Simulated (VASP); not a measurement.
# GaMo (P4mm) in VASP: relaxation of cell and atoms with PBE

Aim: the relaxation of cell and atoms of GaMo with PBE.

All numbers are computed with VASP 6.6.1; they aren't measurements. Logs are shortened: lines on timing, memory, paths and dates and some standing lists are left out, and cuts for length are marked.

### Step 1. The cell of the first run

Symmetry: P4mm, No. 99, tetragonal system. Conventional cell: a = 4.389 Å, b = 4.389 Å, c = 6.263 Å, α = 90.00°, β = 90.00°, γ = 90.00°. Ga (site symmetry 2mm) has 1 Mo at 1.91 Å within 2.5 Å. Within 2.9 Å of Ga (site symmetry 4mm) lie 5 Mo at 2.16 to 2.21 Å. Within 2.5 Å of Mo (site symmetry 2mm) lie 3 Ga at 1.91 to 2.21 Å. Within 3.0 Å of Mo (site symmetry 4mm) lie 5 Ga at 2.16 to 2.91 Å.

The cell was generated, and may not be a known phase.

### Step 2. Relaxation of cell and atoms, PBE

File INCAR:

```
SYSTEM = GaMo
PREC = Accurate ; ENCUT = 600
EDIFF = 1E-7 ; ISMEAR = 0
SIGMA = 0.2 ; LREAL = .False.
LASPH = .True. ; NELM = 100
ALGO = Fast ; ISIF = 3
LWAVE = .False. ; LCHARG = .False.
GGA = PE ; IBRION = 2
NSW = 36 ; EDIFFG = -0.08
```

File KPOINTS:

```
Automatic mesh
0
Gamma
  4 4 3
  0 0 0
```

File POSCAR:

```
GaMo
1.0
    4.3893574700      0.0000000000      0.0000000000
    0.0000000000      4.3893574700      0.0000000000
    0.0000000000      0.0000000000      6.2634883100
Ga Mo
3 3
Direct
    0.5000000000      0.0000000000      0.2555884400
    0.0000000000      0.5000000000      0.2555884400
    0.5000000000      0.5000000000      0.6046187900
    0.5000000000      0.0000000000      0.5601062300
    0.0000000000      0.5000000000      0.5601062300
    0.5000000000      0.5000000000      0.9493154700
```

Potentials or basis: VASP PAW PBE potentials, release 64 (Ga_d, Mo_sv).

Command:

```
$ cat potpaw_PBE.64/Ga_d/POTCAR potpaw_PBE.64/Mo_sv/POTCAR > POTCAR
$ mpirun -np 1 vasp_std > vasp.out
```

OUTCAR:

```text
SYSTEM = GaMo
   PREC = Accurate
   ENCUT = 600
   EDIFF = 1E-7
   ISMEAR = 0
   LREAL = .False.
   LASPH = .True.
   NELM = 100
   ISIF = 3
   GGA = PE
   IBRION = 2
   NSW = 36
   EDIFFG = -0.08

 ion  position               nearest neighbor table
   1  0.500  0.000  0.256-   4 1.91   6 2.91   6 2.91
   2  0.000  0.500  0.256-   5 1.91   6 2.91   6 2.91
   3  0.500  0.500  0.605-   6 2.16   5 2.21   4 2.21   4 2.21   5 2.21
   4  0.500  0.000  0.560-   1 1.91   3 2.21   3 2.21   5 3.10   5 3.10   5 3.10   5 3.10   6 3.28
                             6 3.28
   5  0.000  0.500  0.560-   2 1.91   3 2.21   3 2.21   4 3.10   4 3.10   4 3.10   4 3.10   6 3.28
                             6 3.28
   6  0.500  0.500  0.949-   3 2.16   2 2.91   1 2.91   1 2.91   2 2.91   4 3.28   4 3.28   5 3.28
                             5 3.28

  LATTYP: Found a simple tetragonal cell.
 ALAT       =     4.3893574700
 C/A-ratio  =     1.4269715677

  Lattice vectors:

 A1 = (   4.3893574700,   0.0000000000,   0.0000000000)
 A2 = (   0.0000000000,   4.3893574700,   0.0000000000)
 A3 = (   0.0000000000,   0.0000000000,   6.2634883100)

Analysis of symmetry for initial positions (statically):
=====================================================================
 Subroutine PRICEL returns:
 Original cell was already a primitive cell.

 Routine SETGRP: Setting up the symmetry group for a
 simple tetragonal supercell.

 Subroutine GETGRP returns: Found  8 space group operations
 (whereof  8 operations were pure point group operations)
 out of a pool of 16 trial point group operations.

The static configuration has the point symmetry C_4v.

Analysis of symmetry for dynamics (positions and initial velocities):
=====================================================================
 Subroutine PRICEL returns:
 Original cell was already a primitive cell.

 Routine SETGRP: Setting up the symmetry group for a
 simple tetragonal supercell.

 Subroutine GETGRP returns: Found  8 space group operations
 (whereof  8 operations were pure point group operations)
 out of a pool of 16 trial point group operations.

The dynamic configuration has the point symmetry C_4v.

 Subroutine INISYM returns: Found  8 space group operations
 (whereof  8 operations are pure point group operations),
[... 125 lines left out ...]
 Gauss-broadening in eV      SIGMA  =   0.20
  energy-cutoff  :      600.00
  volume of cell :      120.68
 maximum number of plane-waves:      4065
 NGX is ok and might be reduce to    36
   NGX = 17   NGY = 17   NGZ = 25

--------------------------------------- Ionic step        1  -------------------------------------------

 number of electron      80.9999980 magnetization

 Free energy of the ion-electron system (eV)
  ---------------------------------------------------
  ext. energy  EPLUGINS =         0.00000000
  ---------------------------------------------------
  free energy    TOTEN  =       -22.97159981 eV

  energy without entropy =      -22.81534410  energy(sigma->0) =      -22.89347195

------------------------ aborting loop because EDIFF is reached ----------------------------------------

  FORCE on cell =-STRESS in cart. coord.  units (eV):
  Direction    XX          YY          ZZ          XY          YZ          ZX
  --------------------------------------------------------------------------------------
  -------------------------------------------------------------------------------------
  Total       12.4549467     12.4549467     71.9685637      0.0000000      0.0000000      0.0000000
  in kB      165.3614534    165.3614534    955.5100170      0.0000000      0.0000000      0.0000000
  external PRESSURE =     428.7443079 kB  Pullay stress =       0.0000000 kB
[... 27 lines left out ...]
--------------------------------------- Ionic step        2  -------------------------------------------

 number of electron      81.0000020 magnetization

------------------------ aborting loop EDIFF was not reached (unconverged)  ----------------------------

  FORCE on cell =-STRESS in cart. coord.  units (eV):
  Direction    XX          YY          ZZ          XY          YZ          ZX
  --------------------------------------------------------------------------------------
  -------------------------------------------------------------------------------------
  Total      -18.5929070    -18.5929070    -17.7079361      0.0000000      0.0000000     -0.0000000
  in kB     -129.1971255   -129.1971255   -123.0476995      0.0000000      0.0000000     -0.0000000
  external PRESSURE =    -127.1473168 kB  Pullay stress =       0.0000000 kB
[... 27 lines left out ...]
--------------------------------------- Ionic step        3  -------------------------------------------

 number of electron      80.9999927 magnetization

------------------------ aborting loop EDIFF was not reached (unconverged)  ----------------------------

  FORCE on cell =-STRESS in cart. coord.  units (eV):
  Direction    XX          YY          ZZ          XY          YZ          ZX
  --------------------------------------------------------------------------------------
  -------------------------------------------------------------------------------------
  Total      -15.9400695    -15.9400695    -14.3820008      0.0000000      0.0000000      0.0000000
  in kB     -115.5724785   -115.5724785   -104.2757983      0.0000000      0.0000000      0.0000000
  external PRESSURE =    -111.8069184 kB  Pullay stress =       0.0000000 kB
[... 1262 lines left out ...]
     47       6.0993      0.00000
     48       7.3173      0.00000

[... ionic steps 4 to 24 ...]

--------------------------------------- Ionic step       25  -------------------------------------------

 number of electron      80.9999982 magnetization

------------------------ aborting loop because EDIFF is reached ----------------------------------------
[... 75 lines left out ...]
--------------------------------------- Ionic step       27  -------------------------------------------

 number of electron      80.9999995 magnetization

 Free energy of the ion-electron system (eV)
  ---------------------------------------------------
  ext. energy  EPLUGINS =         0.00000000
  ---------------------------------------------------
  free energy    TOTEN  =       -38.53699035 eV

  energy without entropy =      -38.43138954  energy(sigma->0) =      -38.48418995

 E-fermi :   7.3717     XC(G=0): -11.5095

 val. band max:        7.3645356515   @ k =   0.5000   0.0000   0.0000
 cond. band min:       7.4709529466   @ k =   0.2500   0.2500   0.0000
 fundamental gap:      0.1064172951
 Fermi energy:         7.3717390875
[... 643 lines left out ...]
  FREE ENERGIE OF THE ION-ELECTRON SYSTEM (eV)
  ---------------------------------------------------
  free  energy   TOTEN  =       -38.5369903550 eV

  energy  without entropy=      -38.4313895393  energy(sigma->0) =      -38.48418995

 reached required accuracy - stopping structural energy minimisation
```

OSZICAR:

```text
N       E                     dE             d eps       ncg     rms          rms(c)
DAV:   1     0.131819586066E+04    0.13182E+04   -0.44047E+04  1352   0.299E+03
DAV:   2     0.148638040854E+03   -0.11696E+04   -0.11339E+04  1208   0.887E+02
DAV:   3    -0.164807749524E+02   -0.16512E+03   -0.15559E+03  1344   0.257E+02
DAV:   4    -0.268490399480E+02   -0.10368E+02   -0.10034E+02  1472   0.651E+01
[... 641 lines left out ...]
RMM:  11    -0.317178567851E+02   -0.91192E-06   -0.10129E-05  1074   0.587E-03    0.600E-04
RMM:  12    -0.317178573963E+02   -0.61125E-06   -0.65311E-06   981   0.415E-03    0.249E-04
RMM:  13    -0.317178577314E+02   -0.33509E-06   -0.33735E-06   945   0.303E-03    0.101E-04
RMM:  14    -0.317178579584E+02   -0.22702E-06   -0.23345E-06   898   0.222E-03    0.167E-04
RMM:  15    -0.317178580
```

CONTCAR:

```text
GaMo
   1.00000000000000
     4.4791989049574701   -0.0000000000000000   -0.0000000000000000
    -0.0000000000000000    4.4791989049574701   -0.0000000000000000
     0.0000000000000000    0.0000000000000000    5.5847806593942968
  Ga              Mo
     3     3
Direct
     0.5000000000000000    0.0000000000000000    0.2032224986700166
     0.0000000000000000    0.5000000000000000    0.2032224986700166
     0.5000000000000000    0.5000000000000000    0.4385650337440318
     0.5000000000000000    1.0000000000000000    0.7013275908087621
     1.0000000000000000    0.5000000000000000    0.7013275908087621
     0.5000000000000000    0.5000000000000000    0.9376583872984151

  0.00000000E+00  0.00000000E+00  0.00000000E+00
  0.00000000E+00  0.00000000E+00  0.00000000E+00
  0.00000000E+00  0.00000000E+00  0.00000000E+00
  0.00000000E+00  0.00000000E+00  0.00000000E+00
  0.00000000E+00  0.00000000E+00  0.00000000E+00
  0.00000000E+00  0.00000000E+00  0.00000000E+00
```

It took 47 min on 1 thread of Intel Xeon 6975P-C (Granite Rapids), shared host; peak memory 0.31 GiB.

Results:

```
Free energy                           : -38.5370 eV
Relaxed volume                        : 18.67 Å³/atom
Relaxed cell                          : a = 4.479 Å, b = 4.479 Å, c = 5.585 Å, α = 90.00°, β = 90.00°, γ = 90.00°
Space group after relaxing (to 0.1 Å) : P4mm (No. 99)
Pressure after relaxing               : 0.1 GPa
Largest force after relaxing          : 0.042 eV/Å
Band gap on the k mesh                : zero (an odd number of electrons rules out a gap without spin polarisation)
```

Forces on the atoms (eV/Å):
```
Ga   0.000  0.000 -0.014
Ga   0.000  0.000 -0.014
Ga   0.000  0.000 -0.015
Mo   0.000  0.000  0.042
Mo   0.000  0.000  0.042
Mo   0.000  0.000 -0.041
```

Stress tensor (GPa, compression positive):
```
 0.22  0.00  0.00
 0.00  0.22  0.00
 0.00  0.00 -0.28
```

Final structure:
```
Ga Mo
1.0
     4.47920    0.00000    0.00000
     0.00000    4.47920    0.00000
     0.00000    0.00000    5.58478
Ga Mo
3 3
Direct
  0.50000 0.00000 0.20322
  0.00000 0.50000 0.20322
  0.50000 0.50000 0.43856
  0.50000 0.00000 0.70133
  0.00000 0.50000 0.70133
  0.50000 0.50000 0.93766
```

Caveat: the relaxation stopped at a loose force limit of 0.08 eV/Å, so its end isn't a converged minimum.

The gap in the log of VASP goes by the Fermi energy; the results here count the filled bands.